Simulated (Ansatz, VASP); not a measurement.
## Si3Ge: VASP beside Ansatz

```xyz
4
Lattice="3.8881 0.0000 0.0000 0.0000 3.8881 0.0000 0.0000 0.0000 5.4837" Properties=species:S:1:pos:R:3 pbc="T T T"
Si    1.9440    0.0000    4.1395
Si    1.9440    1.9440    0.0000
Si    0.0000    1.9440    1.3442
Ge    0.0000    0.0000    2.7418
```

Alike in both runs: task single point; functional r2SCAN; k mesh 6 × 6 × 6; no spin polarisation.

|  | VASP | Ansatz |
| --- | --- | --- |
| version | VASP 6.6.1 | Ansatz 0.2.0 |
| potentials or method | VASP PAW PBE potentials, release 64 (Si, Ge_d) | plane waves, PAW |
| plane-wave cutoff (eV) | 520 | 500 |
| occupations | gaussian, width 0.01 eV | fixed |
| valence electrons in the cell | 26 | 26 |

```tsv
	VASP	Ansatz	Ansatz less VASP
gap on the k mesh at the Fermi level (eV)	0.58	0.57	-0.008
pressure (GPa)	-0.1	0.0	+0.14
rms of the force components (eV/Å)	0.008	0.000	-0.0080
```

VASP's potentials were made for PBE, not for r2SCAN. Atom by atom the forces differ by 0.008 eV/Å (rms over components).
